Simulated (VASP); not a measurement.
# SnTe (Pm-3m) in VASP: settings compared

The runs below take SnTe through relaxation of cell and atoms, single point, with RPBE+D3(BJ), PBE, LDA, RPBE.

Program: VASP 6.6.1. These are calculated values, not measurements. Logs are shortened: lines on timing, memory, paths and dates and some standing lists are left out, and cuts for length are marked.

**1. The cell of the first run**

The structure is cubic, space group Pm-3m (No. 221). The conventional cell has a = 3.905 Å, b = 3.905 Å, c = 3.905 Å, α = 90.00°, β = 90.00°, γ = 90.00°. Within 4.4 Å of Te (site symmetry m-3m) lie 8 Sn at 3.38 Å and 6 Te at 3.90 Å. Within 4.4 Å of Sn (site symmetry m-3m) lie 8 Te at 3.38 Å and 6 Sn at 3.90 Å.

**2. Relaxation of cell and atoms, RPBE+D3(BJ)**

File INCAR:

```
  PREC = Accurate
  ENCUT = 600
  EDIFF = 1E-6
  ISMEAR = -1
  SIGMA = 0.05
  LREAL = F
  LASPH = T
  NELM = 60
  ALGO = Normal
  ISIF = 3
  LWAVE = F
  LCHARG = F
  GGA = RP
  IVDW = 12
  IBRION = 2
  NSW = 60
  EDIFFG = -0.01
```

File KPOINTS:

```
regular mesh
0
Gamma
  7 7 7
```

File POSCAR:

```
SnTe
1.0
    3.9047000000      0.0000000000      0.0000000000
    0.0000000000      3.9047000000      0.0000000000
    0.0000000000      0.0000000000      3.9047000000
Te Sn
1 1
Direct
    0.5000000000      0.5000000000      0.5000000000
    0.0000000000      0.0000000000      0.0000000000
```

Potentials or basis: VASP PAW PBE potentials, release 64 (Te, Sn_d).

Command:

```
$ cat potpaw_PBE.64/Te/POTCAR potpaw_PBE.64/Sn_d/POTCAR > POTCAR
$ mpirun -np 1 vasp_std > vasp.out
```

OUTCAR:

```text
PREC = Accurate
   ENCUT = 600
   EDIFF = 1E-6
   ISMEAR = -1
   LREAL = F
   LASPH = T
   NELM = 60
   ISIF = 3
   GGA = RP
   IVDW = 12
   IBRION = 2
   NSW = 60
   EDIFFG = -0.01
 IVDW          = 12

 ion  position               nearest neighbor table
   1  0.500  0.500  0.500-   2 3.38   2 3.38   2 3.38   2 3.38   2 3.38   2 3.38   2 3.38   2 3.38

   2  0.000  0.000  0.000-   1 3.38   1 3.38   1 3.38   1 3.38   1 3.38   1 3.38   1 3.38   1 3.38

  LATTYP: Found a simple cubic cell.
 ALAT       =     3.9047000000

  Lattice vectors:

 A1 = (   3.9047000000,   0.0000000000,   0.0000000000)
 A2 = (   0.0000000000,   3.9047000000,   0.0000000000)
 A3 = (   0.0000000000,   0.0000000000,   3.9047000000)

Analysis of symmetry for initial positions (statically):
=====================================================================
 Subroutine PRICEL returns:
 Original cell was already a primitive cell.

 Routine SETGRP: Setting up the symmetry group for a
 simple cubic supercell.

 Subroutine GETGRP returns: Found 48 space group operations
 (whereof 48 operations were pure point group operations)
 out of a pool of 48 trial point group operations.

The static configuration has the point symmetry O_h .

Analysis of symmetry for dynamics (positions and initial velocities):
=====================================================================
 Subroutine PRICEL returns:
 Original cell was already a primitive cell.

 Routine SETGRP: Setting up the symmetry group for a
 simple cubic supercell.

 Subroutine GETGRP returns: Found 48 space group operations
 (whereof 48 operations were pure point group operations)
 out of a pool of 48 trial point group operations.

The dynamic configuration has the point symmetry O_h .

 Subroutine INISYM returns: Found 48 space group operations
 (whereof 48 operations are pure point group operations),
 and found     1 'primitive' translations

----------------------------------------------------------------------------------------

                                     Primitive cell

  volume of cell :      59.5337

  direct lattice vectors                    reciprocal lattice vectors
     3.904700000  0.000000000  0.000000000     0.256101621  0.000000000  0.000000000
     0.000000000  3.904700000  0.000000000     0.000000000  0.256101621  0.000000000
     0.000000000  0.000000000  3.904700000     0.000000000  0.000000000  0.256101621

  length of vectors
     3.904700000  3.904700000  3.904700000     0.256101621  0.256101621  0.256101621

  position of ions in fractional coordinates (direct lattice)
     0.500000000  0.500000000  0.500000000
     0.000000000  0.000000000  0.000000000

  ion indices of the primitive-cell ions
   primitive index   ion index
                 1           1
                 2           2

----------------------------------------------------------------------------------------

 KPOINTS: regular mesh

Automatic generation of k-mesh.
 Grid dimensions read from file:
 generate k-points for:    7    7    7

 Generating k-lattice:

  Cartesian coordinates                     Fractional coordinates (reciprocal lattice)
     0.036585946  0.000000000  0.000000000     0.142857143  0.000000000  0.000000000
     0.000000000  0.036585946  0.000000000     0.000000000  0.142857143  0.000000000
     0.000000000  0.000000000  0.036585946     0.000000000  0.000000000  0.142857143

  Length of vectors
     0.036585946  0.036585946  0.036585946

  Shift w.r.t. Gamma in fractional coordinates (k-lattice)
     0.000000000  0.000000000  0.000000000

 Subroutine IBZKPT returns following result:
 ===========================================

 Found     20 irreducible k-points:

 Following reciprocal coordinates:
            Coordinates               Weight
  0.000000  0.000000  0.000000      1.000000
  0.142857  0.000000  0.000000      6.000000
  0.285714  0.000000  0.000000      6.000000
  0.428571  0.000000  0.000000      6.000000
  0.142857  0.142857  0.000000     12.000000
  0.285714  0.142857  0.000000     24.000000
[... 12 lines left out ...]
  0.428571  0.428571  0.285714     24.000000
  0.428571  0.428571  0.428571      8.000000
   k-points           NKPTS =     20   k-points in BZ     NKDIM =     20   number of bands    NBANDS=     14
   number of dos      NEDOS =    301   number of ions     NIONS =      2
   total plane-waves  NPLWV =  32768
   dimension x,y,z NGX =    32 NGY =   32 NGZ =   32
   dimension x,y,z NGXF=    64 NGYF=   64 NGZF=   64
   ions per type =               1   1
   NGX,Y,Z   is equivalent  to a cutoff of  13.62, 13.62, 13.62 a.u.
   NGXF,Y,Z  is equivalent  to a cutoff of  27.25, 27.25, 27.25 a.u.
 SYSTEM =  unknown system
   PREC   = accura    normal or accurate (medium, high low for compatibility)
   ISTART =      0    job   : 0-new  1-cont  2-samecut
   ICHARG =      2    charge: 1-file 2-atom 10-const
   ISPIN  =      1    spin polarized calculation?
   LNONCOLLINEAR =      F non collinear calculations
   LSORBIT =      F    spin-orbit coupling
   LASPH  =      T    aspherical Exc in radial PAW
   ENCUT  =  600.0 eV  44.10 Ry    6.64 a.u.   7.80  7.80  7.80*2*pi/ulx,y,z
   NELM   =     60;   NELMIN=  2; NELMDL= -5     # of ELM steps
   EDIFF  = 0.1E-05   stopping-criterion for ELM
   LREAL  =      F    real-space projection
   EDIFFG = -.1E-01   stopping-criterion for IOM
   NSW    =     60    number of steps for IOM
   IBRION =      2    ionic relax: 0-MD 1-quasi-New 2-CG
   NFREE  =      1    steps in history (QN), initial steepest desc. (CG)
   ISIF   =      3    stress and relaxation
   ISYM   =      2    0-nonsym 1-usesym 2-fastsym
   POTIM  = 0.5000    time-step for ionic-motion
   TEBEG  =    0.0;   TEEND  =   0.0 temperature during run
   PSTRESS=    0.0 pullay stress
   NELECT =      20.0000    total number of electrons
   NUPDOWN=      -1.0000    fix difference up-down
   EMIN   =  10.00;   EMAX   =-10.00  energy-range for DOS
   EFERMI =   0.00;   METHOD = LEGACY
   ISMEAR =    -1;   SIGMA  =   0.05  broadening in eV -4-tet -1-fermi 0-gaus
   EFERMI_NEDOS =   21; number of points for ismear=-14 and -15
   IALGO  =     38    algorithm
   IMIX   =      4    mixing-type and parameters
     AMIX     =   0.40;   BMIX     =  1.00
     AMIX_MAG =   1.60;   BMIX_MAG =  1.00
  volume/ion in A,a.u.               =      29.77       200.88
  Fermi-wavevector in a.u.,A,eV,Ry     =   1.138057  2.150615 17.621893  1.295173
  Thomas-Fermi vector in A             =   2.274761
   LORBIT       =      0    0 simple, 1 ext, 2 COOP (PROOUT), +10 PAW based schemes
   GGA     = RP    functional components
   LHFCALC =     F    Hartree Fock is set to
   AEXX    =    0.0000 exact exchange contribution
   IVDW    =    12    specifies the selected vdW correction
   LEPSILON=     F    determine dielectric tensor
   LRPA    =     F    only Hartree local field effects (RPA)
 conjugate gradient relaxation of ions
 non-spin polarized calculation
  energy-cutoff  :      600.00
  volume of cell :       59.53
 maximum number of plane-waves:      2001
 NGX is ok and might be reduce to    32
   NGX = 15   NGY = 15   NGZ = 15

--------------------------------------- Ionic step        1  -------------------------------------------

 number of electron      19.9999995 magnetization

 Free energy of the ion-electron system (eV)
  ---------------------------------------------------
  ext. energy  EPLUGINS =         0.00000000
  ---------------------------------------------------
  free energy    TOTEN  =        -6.34705574 eV

  energy without entropy =       -6.32744511  energy(sigma->0) =       -6.33725043

 E-fermi :   7.1121     XC(G=0):  -9.8050

 val. band max:        7.0902416649   @ k =   0.4286   0.2857   0.0000
 cond. band min:       7.1305737998   @ k =   0.4286   0.4286   0.4286
 fundamental gap:      0.0403321349
 Fermi energy:         7.1120790843

 k-point     1 :       0.0000    0.0000    0.0000
  band No.  band energies     occupation
      1     -14.5302      2.00000
      2     -14.5302      2.00000
      3     -14.4925      2.00000
      4     -14.4925      2.00000
      5     -14.4925      2.00000
      6      -5.1713      2.00000
      7       1.8894      2.00000
      8       5.4054      2.00000
      9       5.4054      2.00000
     10       5.4054      2.00000
     11      10.7206      0.00000
     12      10.7206      0.00000
     13      12.5368      0.00000
     14      12.5368      0.00000

 k-point     2 :       0.1429    0.0000    0.0000
  band No.  band energies     occupation
      1     -14.5300      2.00000
      2     -14.5242      2.00000
      3     -14.4944      2.00000
      4     -14.4944      2.00000
      5     -14.4923      2.00000
      6      -5.0144      2.00000
      7       1.3635      2.00000
      8       5.4087      2.00000
      9       5.5891      2.00000
     10       5.5891      2.00000
[... 374 lines left out ...]
 POSITION                                       TOTAL-FORCE (eV/Angst)
 -----------------------------------------------------------------------------------
      1.66087      1.66087      1.66087         0.000000      0.000000      0.000000
      0.00000      0.00000      0.00000        -0.000000     -0.000000      0.000000
 -----------------------------------------------------------------------------------
    total drift:                               -0.000000      0.000000      0.000000

  FREE ENERGIE OF THE ION-ELECTRON SYSTEM (eV)
  ---------------------------------------------------
  free  energy   TOTEN  =       -11.2190135996 eV

  energy  without entropy=      -11.2117928712  energy(sigma->0) =      -11.21540324

--------------------------------------- Ionic step        3  -------------------------------------------

 number of electron      20.0000004 magnetization

 Free energy of the ion-electron system (eV)
  ---------------------------------------------------
  ext. energy  EPLUGINS =         0.00000000
  ---------------------------------------------------
  free energy    TOTEN  =        -5.02372979 eV

  energy without entropy =       -5.01525858  energy(sigma->0) =       -5.01949418

 E-fermi :  12.3346     XC(G=0): -11.5133

 val. band max:       12.2803567831   @ k =   0.4286   0.2857   0.0000
 cond. band min:      12.3686854535   @ k =   0.4286   0.4286   0.2857
 fundamental gap:      0.0883286704
 Fermi energy:        12.3345575749

 k-point     1 :       0.0000    0.0000    0.0000
  band No.  band energies     occupation
      1      -9.6109      2.00000
      2      -9.6109      2.00000
      3      -9.4906      2.00000
      4      -9.4906      2.00000
      5      -9.4906      2.00000
      6      -3.0640      2.00000
      7       8.4694      2.00000
      8       9.5192      2.00000
      9       9.5192      2.00000
     10       9.5192      2.00000
     11      14.9104      0.00000
     12      14.9104      0.00000
     13      20.4681      0.00000
     14      20.4681      0.00000

 k-point     2 :       0.1429    0.0000    0.0000
  band No.  band energies     occupation
      1      -9.6096      2.00000
      2      -9.5898      2.00000
      3      -9.4995      2.00000
      4      -9.4995      2.00000
      5      -9.4902      2.00000
      6      -2.8173      2.00000
      7       6.5303      2.00000
      8       9.8027      2.00000
      9       9.8027      2.00000
     10      10.4856      2.00000
[... 334 lines left out ...]
 POSITION                                       TOTAL-FORCE (eV/Angst)
 -----------------------------------------------------------------------------------
      1.73562      1.73562      1.73562         0.000000     -0.000000      0.000000
      0.00000      0.00000      0.00000        -0.000000      0.000000      0.000000
 -----------------------------------------------------------------------------------
    total drift:                                0.000000      0.000000      0.000000

  FREE ENERGIE OF THE ION-ELECTRON SYSTEM (eV)
  ---------------------------------------------------
  free  energy   TOTEN  =       -11.5319647434 eV

  energy  without entropy=      -11.5234935375  energy(sigma->0) =      -11.52772914

 reached required accuracy - stopping structural energy minimisation
```

Run time: 34 s. Hardware: 1 thread of AMD EPYC 7R43 (Zen 3), shared host; peak memory 0.17 GiB.

Results:

```yaml
Free_energy: -11.5320 eV
Relaxed_volume: 20.91 Å³/atom
Relaxed_cell: a = 3.471 Å, b = 3.471 Å, c = 3.471 Å, α = 90.00°, β = 90.00°, γ = 90.00°
Space_group_after_relaxing_to_0.05_Å: Pm-3m (No. 221)
Energy_gained_by_relaxing: 710.3 meV/atom
Ionic_steps: 3
Pressure_after_relaxing: 0.0 GPa
Band_gap_on_the_k_mesh: zero (band 10 reaches 13.46 eV, above the bottom of band 11 at 10.17 eV)
Dispersion_energy_per_atom: -3.254 eV
```

The path:
```tsv
step	energy change (eV)	largest force (eV/Å)	pressure (GPa)	volume (Å³)
1	0.0000	0.0000	-16.66	59.53
2	-1.1076	0.0000	22.33	36.65
3	-1.4206	0.0000	-0.03	41.83
```

Final structure:
```
Te Sn
1.0
     3.47124    0.00000    0.00000
     0.00000    3.47124    0.00000
     0.00000    0.00000    3.47124
Te Sn
1 1
Direct
  0.50000 0.50000 0.50000
  0.00000 0.00000 0.00000
```

Levels at points of the mesh, in eV from the Fermi level:
```
           k point  band 8  band 9  band 10  band 11  band 12  band 13
(0.00, 0.00, 0.00)   -2.82   -2.82    -2.82     2.58     2.58     8.13
```

Caveat: the volume moved by over 15 % at a fixed basis, so the end points are rough; the PAW data sets were made with another functional, which shifts forces and pressure a little; spin-orbit coupling is left out, which moves the levels of the heavy elements; pairwise dispersion overbinds metals, which lowers pressure and volume.

**3. Single point, PBE**

File INCAR:

```
SYSTEM = SnTe
ALGO = Normal
EDIFF = 1E-6
ENCUT = 520
GGA = PE
ISIF = 2
ISMEAR = 0
LASPH = .TRUE.
LCHARG = .FALSE.
LREAL = .FALSE.
LWAVE = .FALSE.
NBANDS = 17
NELM = 60
PREC = Accurate
SIGMA = 0.05
```

File KPOINTS:

```
k-points
0
G
  7 7 7
  0 0 0
```

POSCAR is that of step 2.

Potentials or basis: VASP PAW PBE potentials, release 64 (Te, Sn_d).

Command:

```
$ cat potpaw_PBE.64/Te/POTCAR potpaw_PBE.64/Sn_d/POTCAR > POTCAR
$ mpirun -np 1 vasp_std > vasp.out
```

It took 14 s on 1 thread of Intel Xeon Platinum 8488C (Sapphire Rapids), shared host; peak memory 0.17 GiB.

Results (log left out):

| Quantity | Value |
| --- | --- |
| Free energy | -7.0704 eV |
| Pressure | -1.2 GPa |
| Band gap on the k mesh | zero (band 10 reaches 7.22 eV, above the bottom of band 11 at 6.18 eV) |

Levels at points of the mesh, in eV from the Fermi level:
```
           k point  band 6  band 7  band 8  band 9  band 10  band 11  band 12  band 13  band 14  band 15
(0.00, 0.00, 0.00)  -12.28   -5.25   -1.68   -1.68    -1.68     3.65     3.65     5.41     5.41     5.41
```

Caveat: spin-orbit coupling is left out, which moves the levels of the heavy elements.

**4. Single point, LDA**

File INCAR:

```
SYSTEM = SnTe
  PREC = Accurate
  ENCUT = 520
  EDIFF = 1E-7
  ISMEAR = 0
  SIGMA = 0.1
  LREAL = .False.
  LASPH = .True.
  NELM = 80
  ALGO = Normal
  ISIF = 2
  LWAVE = .False.
  LCHARG = .False.
  NBANDS = 17
```

File KPOINTS:

```
regular mesh
0
Gamma
  7 7 7
  0 0 0
```

POSCAR is that of step 3.

Potentials or basis: VASP PAW LDA potentials, release 64 (Te, Sn_d).

Command:

```
$ cat potpaw_LDA.64/Te/POTCAR potpaw_LDA.64/Sn_d/POTCAR > POTCAR
$ mpirun -np 1 vasp_std > vasp.out
```

Wall time 19 s (1 thread of Intel Xeon Platinum 8488C (Sapphire Rapids), shared host); peak memory 0.15 GiB.

Results (log left out):

```yaml
Free_energy: -8.3361 eV
Pressure: -4.8 GPa
Band_gap_on_the_k_mesh: zero (band 10 reaches 7.02 eV, above the bottom of band 11 at 5.96 eV)
```

Levels at points of the mesh, in eV from the Fermi level:
```tsv
k point	band 8	band 9	band 10	band 11	band 12	band 13
(0.00, 0.00, 0.00)	-1.68	-1.68	-1.68	3.69	3.69	5.31
```

Caveat: spin-orbit coupling is left out, which moves the levels of the heavy elements.

**5. Single point, RPBE**

File INCAR:

```
SYSTEM = SnTe
PREC = Accurate
ENCUT = 520
EDIFF = 1E-7
ISMEAR = 0
SIGMA = 0.05
LREAL = .FALSE.
LASPH = .TRUE.
NELM = 60
ALGO = Normal
ISIF = 2
LWAVE = .FALSE.
LCHARG = .TRUE.
GGA = RP
LELF = .TRUE.
LVHAR = .TRUE.
NBANDS = 17
```

File KPOINTS:

```
regular mesh
0
G
  7 7 7
  0 0 0
```

POSCAR is that of step 4.

Potentials or basis: VASP PAW PBE potentials, release 64 (Te, Sn_d).

Command:

```
$ cat potpaw_PBE.64/Te/POTCAR potpaw_PBE.64/Sn_d/POTCAR > POTCAR
$ mpirun -np 1 vasp_std > vasp.out
```

Run time: 22 s. Hardware: 1 thread of Intel Xeon Platinum 8488C (Sapphire Rapids), shared host; peak memory 0.17 GiB.

Results (log left out):

```
Free energy            : -6.3371 eV
Pressure               : 0.2 GPa
Band gap on the k mesh : zero (band 10 reaches 7.33 eV, above the bottom of band 11 at 6.30 eV)
```

Levels at points of the mesh, in eV from the Fermi level:
| k point | band 8 | band 9 | band 10 | band 11 | band 12 | band 13 |
| --- | --- | --- | --- | --- | --- | --- |
| (0.00, 0.00, 0.00) | -1.69 | -1.69 | -1.69 | 3.63 | 3.63 | 5.45 |

Caveat: the PAW data sets were made with another functional, which shifts forces and pressure a little; spin-orbit coupling is left out, which moves the levels of the heavy elements.

**6. The runs side by side**

```tsv
task	level	potentials or basis	cell	cutoff (eV)	smearing	gap on the mesh (eV)	pressure (GPa)
relaxation of cell and atoms	RPBE+D3(BJ)	VASP PAW PBE potentials, release 64 (Te, Sn_d)	relaxed	600	fermi-dirac 0.05 eV	none	0.0
single point	PBE	VASP PAW PBE potentials, release 64 (Te, Sn_d)	as given	520	gaussian 0.05 eV	none	-1.2
single point	LDA	VASP PAW LDA potentials, release 64 (Te, Sn_d)	as given	520	gaussian 0.1 eV	none	-4.8
single point	RPBE	VASP PAW PBE potentials, release 64 (Te, Sn_d)	as given	520	gaussian 0.05 eV	none	0.2
```

Alike in all rows: no spin polarisation; k mesh 7 × 7 × 7.

Caveats: spin-orbit coupling is left out, which moves the levels of the heavy elements; the PAW data sets were made with another functional, which shifts forces and pressure a little (some runs); the volume moved by over 15 % at a fixed basis, so the end points are rough (some runs); pairwise dispersion overbinds metals, which lowers pressure and volume (some runs).

Total energies depend on the potentials used, so only differences within one code and one set of settings carry meaning.
